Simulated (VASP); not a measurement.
Input of a VASP 6.6.1 run:

File INCAR:

```
SYSTEM = SiNi2
PREC = Accurate ; ENCUT = 520
EDIFF = 1E-6 ; ISMEAR = 0
SIGMA = 0.15 ; LREAL = .False.
LASPH = .True. ; NELM = 100
ALGO = Fast ; ISIF = 2
LWAVE = .False. ; LCHARG = .False.
GGA = PS ; NBANDS = 33
```

The input KPOINTS:

```
Automatic mesh
0
Gamma
  12 12 10
  0 0 0
```

POSCAR

```
SiNi2
1.0
    3.8104366704      0.0000000000      0.0000000000
   -1.9052183352      3.2999349561      0.0000000000
    0.0000000000      0.0000000000      5.0644948378
Si Ni
2 4
Direct
    0.3333333333      0.6666666667      0.7500000000
    0.6666666667      0.3333333333      0.2500000000
    0.0000000000      0.0000000000      0.0000000000
    0.0000000000      0.0000000000      0.5000000000
    0.3333333333      0.6666666667      0.2500000000
    0.6666666667      0.3333333333      0.7500000000
```

Potentials or basis: VASP PAW PBE potentials, release 64 (Si, Ni).

The run is started by

```sh
$ cat potpaw_PBE.64/Si/POTCAR potpaw_PBE.64/Ni/POTCAR > POTCAR
$ mpirun -np 1 vasp_std > vasp.out
```

Problem. Predict the pressure.

Solution. 2.2 GPa.

Problem. What does it give for the band gap on the k mesh?

Solution. Zero (bands 24 and 25 overlap by 3.75 eV).

Stress tensor (GPa, compression positive):
```
 6.13  0.00  0.00
 0.00  6.13  0.00
 0.00  0.00 -5.69
```

Caveat: the cell differs from its parent crystal (strain -0.015 along x and y, +0.030 along z); the PAW data sets were made with another functional, which shifts forces and pressure a little. Spin polarisation is off, so any magnetic state and its effect on volume and gap are missing.
